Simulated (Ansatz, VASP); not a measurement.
**Cu in VASP and in Ansatz**

```
Cu
1.0
     0.00000    1.88443    1.88443
     1.88443    0.00000    1.88443
     1.88443    1.88443    0.00000
Cu
1
Direct
  0.00000 0.00000 0.00000
```

Alike in both runs: task single point; functional PBE; k mesh 24 × 24 × 24; occupations fermi-dirac, width 0.1 eV; no spin polarisation.

```csv
,VASP,Ansatz
version,VASP 6.6.1,Ansatz 0.2.0
potentials or method,"VASP PAW PBE potentials, release 64 (Cu), cutoff 520 eV","plane waves (420 eV) with PAW, scalar-relativistic"
valence electrons in the cell,11,19
```

VASP gave:

| Property | Result |
| --- | --- |
| pressure (GPa) | -11.3 |

Task: Which values does Ansatz return?

Result: Pressure (GPa): -11.9.

VASP's potentials hold 11 valence electrons a cell and Ansatz's 19, so a difference there can come from the potentials and not from the codes.
